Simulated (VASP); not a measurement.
# InP (P6_3/mmc) in VASP: settings compared

The runs below take InP through single point, with PBE, r2SCAN.

Program: VASP 6.6.1. These are calculated values, not measurements. Logs are shortened: lines on timing, memory, paths and dates and some standing lists are left out, and cuts for length are marked.

## Step 1: The cell of the first run

The structure is hexagonal, space group P6_3/mmc (No. 194). The conventional cell has a = 4.393 Å, b = 4.393 Å, c = 5.973 Å, α = 90.00°, β = 90.00°, γ = 120.00°. In (site symmetry -6m2) has 5 P at 2.54 to 2.99 Å within 3.3 Å. P (site symmetry -6m2) has 5 In at 2.54 to 2.99 Å within 3.3 Å.

## Step 2: Single point, PBE

File INCAR:

```
  PREC = Accurate
  ENCUT = 520
  EDIFF = 1E-6
  ISMEAR = -1
  SIGMA = 0.02
  LREAL = False
  LASPH = True
  NELM = 80
  ALGO = Normal
  ISIF = 2
  LWAVE = False
  LCHARG = False
  GGA = PE
  NBANDS = 26
```

File KPOINTS:

```
regular mesh
0
Gamma
  6 6 4
```

File POSCAR:

```
InP
1.0
    4.3931098135      0.0000000000      0.0000000000
   -2.1965549068      3.8045447001      0.0000000000
    0.0000000000      0.0000000000      5.9734966760
In P
2 2
Direct
    0.3333333333      0.6666666667      0.2500000000
    0.6666666667      0.3333333333      0.7500000000
    0.6666666667      0.3333333333      0.2500000000
    0.3333333333      0.6666666667      0.7500000000
```

Potentials or basis: VASP PAW PBE potentials, release 64 (In_d, P).

Launch:

```console
$ cat potpaw_PBE.64/In_d/POTCAR potpaw_PBE.64/P/POTCAR > POTCAR
$ mpirun -np 1 vasp_std > vasp.out
```

OUTCAR:

```text
PREC = Accurate
   ENCUT = 520
   EDIFF = 1E-6
   ISMEAR = -1
   LREAL = False
   LASPH = True
   NELM = 80
   ISIF = 2
   GGA = PE

 ion  position               nearest neighbor table
   1  0.333  0.667  0.250-   3 2.54   3 2.54   3 2.54   4 2.99   4 2.99   2 3.92   2 3.92   2 3.92
                             2 3.92   2 3.92   2 3.92
   2  0.667  0.333  0.750-   4 2.54   4 2.54   4 2.54   3 2.99   3 2.99   1 3.92   1 3.92   1 3.92
                             1 3.92   1 3.92   1 3.92
   3  0.667  0.333  0.250-   1 2.54   1 2.54   1 2.54   2 2.99   2 2.99
   4  0.333  0.667  0.750-   2 2.54   2 2.54   2 2.54   1 2.99   1 2.99

  LATTYP: Found a hexagonal cell.
 ALAT       =     4.3931098135
 C/A-ratio  =     1.3597421712

  Lattice vectors:

 A1 = (   4.3931098135,   0.0000000000,   0.0000000000)
 A2 = (  -2.1965549068,   3.8045447001,   0.0000000000)
 A3 = (   0.0000000000,   0.0000000000,   5.9734966760)

Analysis of symmetry for initial positions (statically):
=====================================================================
 Subroutine PRICEL returns:
 Original cell was already a primitive cell.

 Routine SETGRP: Setting up the symmetry group for a
 hexagonal supercell.

 Subroutine GETGRP returns: Found 24 space group operations
 (whereof 12 operations were pure point group operations)
 out of a pool of 24 trial point group operations.

The static configuration has the point symmetry D_3d.
 The point group associated with its full space group is D_6h.

Analysis of symmetry for dynamics (positions and initial velocities):
=====================================================================
 Subroutine PRICEL returns:
 Original cell was already a primitive cell.

 Routine SETGRP: Setting up the symmetry group for a
 hexagonal supercell.

 Subroutine GETGRP returns: Found 24 space group operations
 (whereof 12 operations were pure point group operations)
 out of a pool of 24 trial point group operations.

The dynamic configuration has the point symmetry D_3d.
 The point group associated with its full space group is D_6h.

 Subroutine INISYM returns: Found 24 space group operations
 (whereof 12 operations are pure point group operations),
 and found     1 'primitive' translations

----------------------------------------------------------------------------------------

[... 82 lines left out ...]
 SYSTEM =  unknown system
   PREC   = accura    normal or accurate (medium, high low for compatibility)
   ISTART =      0    job   : 0-new  1-cont  2-samecut
   ICHARG =      2    charge: 1-file 2-atom 10-const
   ISPIN  =      1    spin polarized calculation?
   LNONCOLLINEAR =      F non collinear calculations
   LSORBIT =      F    spin-orbit coupling
   LASPH  =      T    aspherical Exc in radial PAW
   ENCUT  =  520.0 eV  38.22 Ry    6.18 a.u.   8.17  8.17 11.11*2*pi/ulx,y,z
   NELM   =     80;   NELMIN=  2; NELMDL= -5     # of ELM steps
   EDIFF  = 0.1E-05   stopping-criterion for ELM
   LREAL  =      F    real-space projection
[... 7 lines left out ...]
   TEBEG  =    0.0;   TEEND  =   0.0 temperature during run
   PSTRESS=    0.0 pullay stress
   NELECT =      36.0000    total number of electrons
   NUPDOWN=      -1.0000    fix difference up-down
   EMIN   =  10.00;   EMAX   =-10.00  energy-range for DOS
   EFERMI =   0.00;   METHOD = LEGACY
   ISMEAR =    -1;   SIGMA  =   0.02  broadening in eV -4-tet -1-fermi 0-gaus
   EFERMI_NEDOS =   21; number of points for ismear=-14 and -15
   IALGO  =     38    algorithm
   IMIX   =      4    mixing-type and parameters
     AMIX     =   0.40;   BMIX     =  1.00
     AMIX_MAG =   1.60;   BMIX_MAG =  1.00
  volume/ion in A,a.u.               =      24.96       168.44
  Fermi-wavevector in a.u.,A,eV,Ry     =   1.165220  2.201946 18.473137  1.357737
  Thomas-Fermi vector in A             =   2.301748
   LORBIT       =      0    0 simple, 1 ext, 2 COOP (PROOUT), +10 PAW based schemes
   GGA     = PE    functional components
   LHFCALC =     F    Hartree Fock is set to
   AEXX    =    0.0000 exact exchange contribution
   IVDW    =     0    specifies the selected vdW correction
   LEPSILON=     F    determine dielectric tensor
   LRPA    =     F    only Hartree local field effects (RPA)
 non-spin polarized calculation
  energy-cutoff  :      520.00
  volume of cell :       99.84
 maximum number of plane-waves:      2710
 NGX is ok and might be reduce to    36
   NGX = 17   NGY = 17   NGZ = 23

 number of electron      36.0000009 magnetization

 Free energy of the ion-electron system (eV)
  ---------------------------------------------------
  ext. energy  EPLUGINS =         0.00000000
  ---------------------------------------------------
  free energy    TOTEN  =       -15.79462826 eV

  energy without entropy =      -15.79296392  energy(sigma->0) =      -15.79379609

 E-fermi :   5.5248     XC(G=0):  -9.3471

 val. band max:        5.4999069674   @ k =   0.3333   0.3333   0.5000
 cond. band min:       5.6235152593   @ k =   0.1667   0.0000   0.0000
 fundamental gap:      0.1236082918
 Fermi energy:         5.5248173787

 k-point     1 :       0.0000    0.0000    0.0000
  band No.  band energies     occupation
      1      -9.1951      2.00000
      2      -9.0317      2.00000
      3      -9.0317      2.00000
      4      -9.0308      2.00000
      5      -9.0308      2.00000
      6      -8.9844      2.00000
[... 598 lines left out ...]
     25      11.1525      0.00000
     26      11.1525      0.00000

------------------------ aborting loop because EDIFF is reached ----------------------------------------

  FORCE on cell =-STRESS in cart. coord.  units (eV):
  Direction    XX          YY          ZZ          XY          YZ          ZX
  --------------------------------------------------------------------------------------
  -------------------------------------------------------------------------------------
  Total        1.2294853      1.2294853      0.5316261     -0.0000000     -0.0000000      0.0000000
  in kB       19.7301565     19.7301565      8.5312665     -0.0000000     -0.0000000      0.0000000
  external PRESSURE =      15.9971932 kB  Pullay stress =       0.0000000 kB

 VOLUME and BASIS-vectors are now :
 -----------------------------------------------------------------------------
  energy-cutoff  :      520.00
  volume of cell :       99.84
      direct lattice vectors                 reciprocal lattice vectors
     4.393109813  0.000000000  0.000000000     0.227629184  0.131421770  0.000000000
    -2.196554907  3.804544700  0.000000000     0.000000000  0.262843541  0.000000000
     0.000000000  0.000000000  5.973496676     0.000000000  0.000000000  0.167406137

 POSITION                                       TOTAL-FORCE (eV/Angst)
 -----------------------------------------------------------------------------------
     -0.00000      2.53636      1.49337         0.000000     -0.000000      0.000000
      2.19655      1.26818      4.48012        -0.000000     -0.000000      0.000000
      2.19655      1.26818      1.49337         0.000000      0.000000     -0.000000
     -0.00000      2.53636      4.48012        -0.000000      0.000000     -0.000000
 -----------------------------------------------------------------------------------
    total drift:                                0.000000     -0.000000      0.000000

  FREE ENERGIE OF THE ION-ELECTRON SYSTEM (eV)
  ---------------------------------------------------
  free  energy   TOTEN  =       -15.7946282587 eV

  energy  without entropy=      -15.7929639181  energy(sigma->0) =      -15.79379609
```

stdout:

```text
POSCAR found type information on POSCAR InP
 POSCAR found :  2 types and       4 ions
 scaLAPACK will be used
 LDA part: xc-table for (Slater+PW92), standard interpolation
 POSCAR, INCAR and KPOINTS ok, starting setup
 FFT: planning ... GRIDC
 FFT: planning ... GRID_SOFT
 FFT: planning ... GRID
 WAVECAR not read
 entering main loop
```

It took 44 s on 1 thread of AMD EPYC 9R45 (Zen 5), shared host; peak memory 0.22 GiB.

What came out:

```yaml
Free_energy: -15.7946 eV
Pressure: 1.6 GPa
Band_gap_on_the_k_mesh: zero (bands 18 and 19 overlap by 0.75 eV)
```

Stress tensor (GPa, compression positive):
```
1.97 0.00 0.00
0.00 1.97 0.00
0.00 0.00 0.85
```

Levels at points of the mesh, in eV from the Fermi level:
```
           k point  band 15  band 16  band 17  band 18  band 19  band 20  band 21  band 22
(0.00, 0.00, 0.00)    -1.91    -1.59    -0.56    -0.56     0.30     0.41     3.16     3.16
(0.50, 0.00, 0.00)    -3.16    -3.09    -1.63    -1.52     0.19     2.48     4.51     5.87
(0.00, 0.00, 0.50)    -1.28    -1.28    -1.28    -1.28     0.56     0.56     3.61     3.61
(0.50, 0.00, 0.50)    -2.44    -2.44    -0.61    -0.61     1.79     1.79     2.75     2.75
```

Caveat: semilocal functionals underestimate gaps, and a narrow one can read as zero; spin-orbit coupling is left out, which moves the levels of the heavy elements.

## Step 3: Single point, PBE

This run uses another cell than the first one, of 25.53 Å³/atom.

File INCAR:

```
SYSTEM = InP
ALGO     = Normal         ! electronic algorithm
EDIFF    = 1E-6           ! SCF threshold, eV
ENCUT    = 520            ! plane-wave cutoff, eV
GGA      = PE             ! functional
ISIF     = 2              ! what is computed and relaxed
ISMEAR   = -1             ! smearing method
LASPH    = .TRUE.         ! aspherical terms in the spheres
LCHARG   = .FALSE.        ! write CHGCAR
LREAL    = .FALSE.        ! projectors in reciprocal space
LWAVE    = .FALSE.        ! write WAVECAR
NBANDS   = 26             ! bands
NELM     = 60             ! most SCF steps
PREC     = Accurate       ! precision mode
SIGMA    = 0.02           ! smearing width, eV
```

File KPOINTS:

```
k-points
0
G
  6 6 4
  0 0 0
```

File POSCAR:

```
InP
1.0
    4.4774744253      0.0000000000      0.0000000000
   -2.2387372127      3.8776065971      0.0000000000
    0.0000000000      0.0000000000      5.8808721607
In P
2 2
Direct
    0.3333333333      0.6666666667      0.2500000000
    0.6666666667      0.3333333333      0.7500000000
    0.6666666667      0.3333333333      0.2500000000
    0.3333333333      0.6666666667      0.7500000000
```

Potentials or basis: VASP PAW PBE potentials, release 64 (In_d, P).

Launch:

```console
$ cat potpaw_PBE.64/In_d/POTCAR potpaw_PBE.64/P/POTCAR > POTCAR
$ mpirun -np 1 vasp_std > vasp.out
```

Wall time 42 s (1 thread of AMD EPYC 9R45 (Zen 5), shared host); peak memory 0.22 GiB.

Results (log left out):

```
Free energy            : -15.8136 eV
Pressure               : 0.0 GPa
Band gap on the k mesh : zero (bands 18 and 19 overlap by 0.81 eV)
```

Stress tensor (GPa, compression positive):
```
-0.07  0.00  0.00
 0.00 -0.07  0.00
 0.00  0.00  0.00
```

Levels at points of the mesh, in eV from the Fermi level:
```
           k point  band 16  band 17  band 18  band 19  band 20  band 21
(0.00, 0.00, 0.00)    -1.81    -0.41    -0.41     0.25     0.32     3.19
(0.50, 0.00, 0.00)    -3.00    -1.62    -1.25     0.16     2.56     4.81
(0.00, 0.00, 0.50)    -1.19    -1.19    -1.19     0.77     0.77     3.63
(0.50, 0.00, 0.50)    -2.26    -0.47    -0.47     1.96     1.96     3.02
```

Caveat: spin-orbit coupling is left out, which moves the levels of the heavy elements.

## Step 4: Single point, r2SCAN

File POSCAR:

```
InP
1.0
    4.3931098135      0.0000000000      0.0000000000
   -2.1965549068      3.8045447001      0.0000000000
    0.0000000000      0.0000000000      5.9734966760
In P
2 2
Direct
    0.3333333333      0.6666666667      0.2500000000
    0.6666666667      0.3333333333      0.7500000000
    0.6666666667      0.3333333333      0.2500000000
    0.3333333333      0.6666666667      0.7500000000
```

File INCAR.step1:

```
PREC = Accurate
ENCUT = 520
ISMEAR = -1
SIGMA = 0.02
LREAL = F
LASPH = T
NELM = 60
NBANDS = 26
GGA = PE
ALGO = Normal
EDIFF = 1E-4
LWAVE = T
LCHARG = F
```

File INCAR.step2:

```
PREC = Accurate
ENCUT = 520
EDIFF = 1E-7
ISMEAR = -1
SIGMA = 0.02
LREAL = F
LASPH = T
NELM = 60
ALGO = Normal
ISIF = 2
LWAVE = F
LCHARG = F
METAGGA = R2SCAN
LMIXTAU = T
NBANDS = 26
ISTART = 1
```

File KPOINTS:

```
regular mesh
0
Gamma
  6 6 4
```

Launch:

```console
$ cat potpaw_PBE.64/In_d/POTCAR potpaw_PBE.64/P/POTCAR > POTCAR
$ cp INCAR.step1 INCAR
$ mpirun -np 1 vasp_std > vasp.out
$ cp INCAR.step2 INCAR
$ mpirun -np 1 vasp_std > vasp.out
```

Run time: 4.1 min. Hardware: 1 thread of AMD EPYC 9R45 (Zen 5), shared host; peak memory 0.24 GiB.

It converged, with:

```
Free energy            : -63.4919 eV
Pressure               : -0.1 GPa
Band gap on the k mesh : zero (bands 18 and 19 overlap by 0.78 eV)
```

Stress tensor (GPa, compression positive):
```
-0.15  0.00  0.00
 0.00 -0.15  0.00
 0.00  0.00  0.02
```

Levels at points of the mesh, in eV from the Fermi level:
| k point | band 15 | band 16 | band 17 | band 18 | band 19 | band 20 | band 21 | band 22 |
| --- | --- | --- | --- | --- | --- | --- | --- | --- |
| (0.00, 0.00, 0.00) | -1.98 | -1.34 | -0.58 | -0.58 | 0.31 | 0.87 | 3.46 | 3.46 |
| (0.50, 0.00, 0.00) | -3.28 | -3.17 | -1.67 | -1.58 | 0.37 | 2.85 | 4.80 | 6.26 |
| (0.00, 0.00, 0.50) | -1.32 | -1.32 | -1.32 | -1.32 | 0.83 | 0.83 | 3.93 | 3.93 |
| (0.50, 0.00, 0.50) | -2.53 | -2.53 | -0.61 | -0.61 | 2.04 | 2.04 | 3.11 | 3.11 |

Caveat: semilocal functionals underestimate gaps, and a narrow one can read as zero; the PAW data sets were made with another functional, which shifts forces and pressure a little; spin-orbit coupling is left out, which moves the levels of the heavy elements.

## Step 5: Overview

| level | cell | gap on the mesh (eV) | pressure (GPa) |
| --- | --- | --- | --- |
| PBE | a = 4.393, b = 4.393, c = 5.973 Å, angles 90.0, 90.0, 120.0°, 4 atoms | none | 1.6 |
| PBE | a = 4.477, b = 4.477, c = 5.881 Å, angles 90.0, 90.0, 120.0°, 4 atoms | none | 0.0 |
| r2SCAN | a = 4.393, b = 4.393, c = 5.973 Å, angles 90.0, 90.0, 120.0°, 4 atoms | none | -0.1 |

Alike in all rows: task single point; potentials or basis VASP PAW PBE potentials, release 64 (In_d, P); no spin polarisation; k mesh 6 × 6 × 4; cutoff (eV) 520; smearing fermi-dirac 0.02 eV.

Caveats: spin-orbit coupling is left out, which moves the levels of the heavy elements; semilocal functionals underestimate gaps, and a narrow one can read as zero (at least some runs); the PAW data sets were made with another functional, which shifts forces and pressure a little (at least some runs).

Absolute energies hang on the potentials; compare differences alone.

The gap in the log of VASP goes by the Fermi energy; the results here count the filled bands.